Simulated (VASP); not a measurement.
# FeSi2 (P4/mmm) in VASP: further runs, part 2 of 2

VASP 6.6.1.

### Step 4. Single point, PBEsol (volume scaled by 1.02, then relaxed in part)

Contents of INCAR:

```
SYSTEM = FeSi2
PREC = Accurate ; ENCUT = 520
EDIFF = 1E-7 ; ISMEAR = -1
SIGMA = 0.15 ; LREAL = .FALSE.
LASPH = .TRUE. ; NELM = 100
ALGO = Normal ; ISIF = 2
LWAVE = .FALSE. ; LCHARG = .FALSE.
GGA = PS ; NBANDS = 15
```

Contents of KPOINTS:

```
regular mesh
0
G
  16 16 8
  0 0 0
```

Contents of POSCAR:

```
FeSi2
1.0
    2.6997612056      0.0000000000      0.0000000000
    0.0000000000      2.6997612056      0.0000000000
    0.0000000000      0.0000000000      5.1285532426
Fe Si
1 2
Direct
    0.0000000000      0.0000000000      0.0000000000
    0.5000000000      0.5000000000      0.2709343820
    0.5000000000      0.5000000000      0.7290656180
```

Potentials or basis: VASP PAW PBE potentials, release 64 (Fe, Si).

On the command line:

```bash
$ cat potpaw_PBE.64/Fe/POTCAR potpaw_PBE.64/Si/POTCAR > POTCAR
$ mpirun -np 1 vasp_std > vasp.out
```

OUTCAR:

```text
SYSTEM = FeSi2
   PREC = Accurate
   ENCUT = 520
   EDIFF = 1E-7
   ISMEAR = -1
   LREAL = .FALSE.
   LASPH = .TRUE.
   NELM = 100
   ISIF = 2
   GGA = PS

 ion  position               nearest neighbor table
   1  0.000  0.000  0.000-   2 2.36   3 2.36   2 2.36   3 2.36   2 2.36   3 2.36   2 2.36   3 2.36

   2  0.500  0.500  0.271-   3 2.35   1 2.36   1 2.36   1 2.36   1 2.36   3 2.78
   3  0.500  0.500  0.729-   2 2.35   1 2.36   1 2.36   1 2.36   1 2.36   2 2.78

  LATTYP: Found a simple tetragonal cell.
 ALAT       =     2.6997612056
 C/A-ratio  =     1.8996321719

  Lattice vectors:

 A1 = (   2.6997612056,   0.0000000000,   0.0000000000)
 A2 = (   0.0000000000,   2.6997612056,   0.0000000000)
 A3 = (   0.0000000000,   0.0000000000,   5.1285532426)

Analysis of symmetry for initial positions (statically):
=====================================================================
 Subroutine PRICEL returns:
 Original cell was already a primitive cell.

 Routine SETGRP: Setting up the symmetry group for a
 simple tetragonal supercell.

 Subroutine GETGRP returns: Found 16 space group operations
 (whereof 16 operations were pure point group operations)
 out of a pool of 16 trial point group operations.

The static configuration has the point symmetry D_4h.

Analysis of symmetry for dynamics (positions and initial velocities):
=====================================================================
 Subroutine PRICEL returns:
 Original cell was already a primitive cell.

 Routine SETGRP: Setting up the symmetry group for a
 simple tetragonal supercell.

 Subroutine GETGRP returns: Found 16 space group operations
 (whereof 16 operations were pure point group operations)
 out of a pool of 16 trial point group operations.

The dynamic configuration has the point symmetry D_4h.

 Subroutine INISYM returns: Found 16 space group operations
 (whereof 16 operations are pure point group operations),
 and found     1 'primitive' translations

----------------------------------------------------------------------------------------

[... 121 lines left out ...]
   AEXX    =    0.0000 exact exchange contribution
   IVDW    =     0    specifies the selected vdW correction
   LEPSILON=     F    determine dielectric tensor
   LRPA    =     F    only Hartree local field effects (RPA)
 non-spin polarized calculation
  energy-cutoff  :      520.00
  volume of cell :       37.38
 maximum number of plane-waves:      1024
   NGX = 11   NGY = 11   NGZ = 19

 number of electron      15.9999996 magnetization

 Free energy of the ion-electron system (eV)
  ---------------------------------------------------
  ext. energy  EPLUGINS =         0.00000000
  ---------------------------------------------------
  free energy    TOTEN  =       -21.98515151 eV

  energy without entropy =      -21.89884091  energy(sigma->0) =      -21.94199621

 E-fermi :   9.7061     XC(G=0): -12.0237

 val. band max:        9.7057522592   @ k =   0.3750   0.2500   0.0000
 cond. band min:       9.7121573348   @ k =   0.3125   0.2500   0.0000
 fundamental gap:      0.0064050756
 Fermi energy:         9.7060612982

 k-point     1 :       0.0000    0.0000    0.0000
  band No.  band energies     occupation
      1      -4.0908      2.00000
      2       0.6780      2.00000
      3       1.8715      2.00000
      4       6.2406      2.00000
      5       8.1746      1.99993
      6       8.2812      1.99985
      7       8.2812      1.99985
      8       9.1297      1.95803
      9      14.2207      0.00000
     10      14.2207      0.00000
     11      16.3258      0.00000
     12      16.8861      0.00000
     13      17.7379      0.00000
     14      17.9453      0.00000
[... 401 lines left out ...]
      2       2.1770      2.00000
      3       3.0908      2.00000
      4       5.2666      2.00000
      5       5.8876      2.00000
      6       6.9250      2.00000
      7       7.8273      1.99999
      8       9.0113      1.98072
      9       9.8724      0.49602
     10      11.2064      0.00009
     11      12.1309      0.00000
     12      14.9962      0.00000
     13      17.9042      0.00000
     14      18.5766      0.00000
     15      20.5583      0.00000

 [... further k-points ...]
[... 5 lines left out ...]
  --------------------------------------------------------------------------------------
  -------------------------------------------------------------------------------------
  Total       -0.7578885     -0.7578885     -0.7441092      0.0000000      0.0000000      0.0000000
  in kB      -32.4840627    -32.4840627    -31.8934646      0.0000000      0.0000000      0.0000000
  external PRESSURE =     -32.2871967 kB  Pullay stress =       0.0000000 kB

 VOLUME and BASIS-vectors are now :
 -----------------------------------------------------------------------------
  energy-cutoff  :      520.00
  volume of cell :       37.38
      direct lattice vectors                 reciprocal lattice vectors
     2.699761206  0.000000000  0.000000000     0.370403130  0.000000000  0.000000000
     0.000000000  2.699761206  0.000000000     0.000000000  0.370403130  0.000000000
     0.000000000  0.000000000  5.128553243     0.000000000  0.000000000  0.194986764

 POSITION                                       TOTAL-FORCE (eV/Angst)
 -----------------------------------------------------------------------------------
      0.00000      0.00000      0.00000         0.000000      0.000000      0.000000
      1.34988      1.34988      1.38950         0.000000     -0.000000      0.017698
      1.34988      1.34988      3.73905        -0.000000      0.000000     -0.017698
 -----------------------------------------------------------------------------------
    total drift:                                0.000000      0.000000      0.000000

  FREE ENERGIE OF THE ION-ELECTRON SYSTEM (eV)
  ---------------------------------------------------
  free  energy   TOTEN  =       -21.9851515100 eV

  energy  without entropy=      -21.8988409144  energy(sigma->0) =      -21.94199621
```

OSZICAR:

```text
N       E                     dE             d eps       ncg     rms          rms(c)
DAV:   1     0.562254681436E+02    0.56225E+02   -0.70527E+03  6838   0.108E+03
DAV:   2    -0.204075440046E+02   -0.76633E+02   -0.67204E+02  7002   0.202E+02
DAV:   3    -0.237274330117E+02   -0.33199E+01   -0.32139E+01  9147   0.463E+01
DAV:   4    -0.237947300802E+02   -0.67297E-01   -0.67212E-01  7663   0.629E+00
DAV:   5    -0.237964872214E+02   -0.17571E-02   -0.17567E-02  9219   0.110E+00    0.174E+01
DAV:   6    -0.272288607163E+02   -0.34324E+01   -0.17823E+01  8528   0.100E+02    0.206E+01
DAV:   7    -0.221113126857E+02    0.51175E+01   -0.15457E+01  8994   0.880E+01    0.478E+00
DAV:   8    -0.220174083204E+02    0.93904E-01   -0.64623E-01  8652   0.702E+00    0.184E+00
DAV:   9    -0.219866620468E+02    0.30746E-01   -0.65369E-02  9200   0.500E+00    0.685E-01
DAV:  10    -0.219852309419E+02    0.14311E-02   -0.50583E-03  9616   0.810E-01    0.143E-01
DAV:  11    -0.219851568722E+02    0.74070E-04   -0.28248E-04  9373   0.319E-01    0.641E-02
DAV:  12    -0.219851516046E+02    0.52676E-05   -0.16311E-05 10081   0.639E-02    0.106E-02
DAV:  13    -0.219851514149E+02    0.18970E-06   -0.63219E-07  8614   0.583E-03    0.440E-03
DAV:  14    -0.219851515100E+02   -0.95098E-07   -0.11668E-07  5097   0.573E-03
   1 F= -.21985152E+02 E0= -.21941996E+02  d E =-.863106E-01
```

It took 40 s on 1 thread of Intel Xeon 6975P-C (Granite Rapids), shared host; peak memory 0.24 GiB.

What came out:

| Item | Value |
| --- | --- |
| Free energy | -21.9852 eV |
| Pressure | -3.2 GPa |
| Largest force | 0.018 eV/Å |
| Band gap on the k mesh | zero (band 8 reaches 9.92 eV, above the bottom of band 9 at 9.59 eV) |

Forces on the atoms (eV/Å):
```
Fe   0.000  0.000  0.000
Si   0.000  0.000  0.018
Si   0.000  0.000 -0.018
```

Caveat: the PAW data sets were made with another functional, which shifts forces and pressure a little. Spin polarisation is off, so any magnetic state and its effect on volume and gap are missing.

### Step 5. Summary

```tsv
cell	gap on the mesh (eV)	pressure (GPa)	largest force (eV/Å)
a = 2.659, b = 2.659, c = 5.081 Å, 3 atoms	none	4.6	0.02
a = 2.679, b = 2.679, c = 5.105 Å, 3 atoms	none	0.5	0.02
a = 2.700, b = 2.700, c = 5.129 Å, 3 atoms	none	-3.2	0.02
```

Alike in all rows: task single point; level PBEsol; potentials or basis VASP PAW PBE potentials, release 64 (Fe, Si); no spin polarisation; k mesh 16 × 16 × 8; cutoff (eV) 520; smearing fermi-dirac 0.15 eV.

Caveats: the PAW data sets were made with another functional, which shifts forces and pressure a little.

Total energies depend on the potentials used, so only differences within one code and one set of settings carry meaning.
